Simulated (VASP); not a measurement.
The system is GaP.

```
Ga P
1.0
     0.00000    2.71924    2.71924
     2.71924    0.00000    2.71924
     2.71924    2.71924    0.00000
Ga P
1 1
Direct
  0.00000 0.00000 0.00000
  0.25000 0.25000 0.25000
```

Base run:

* Program: VASP 6.6.1
* Functional: PBE
* Potentials or basis: VASP PAW PBE potentials, release 64 (Ga_d, P)
* Cutoff: 500 eV
* k mesh: 8 × 8 × 8
* Occupations: fermi-dirac, width 0.05 eV
* Spin: no spin polarisation

Its results: band gap on the k mesh 1.63 eV, indirect (least direct gap 1.88 eV); pressure 3.0 GPa.

Question: The run is repeated on the same cell with these changes: functional from PBE to LDA; potentials or basis from VASP PAW PBE potentials, release 64 (Ga_d, P) to VASP PAW LDA potentials, release 64 (Ga_d, P). What comes out?

Answer: Band gap on the k mesh 1.48 eV, indirect (least direct gap 1.69 eV); pressure -2.2 GPa.

A k mesh can miss the band edges.
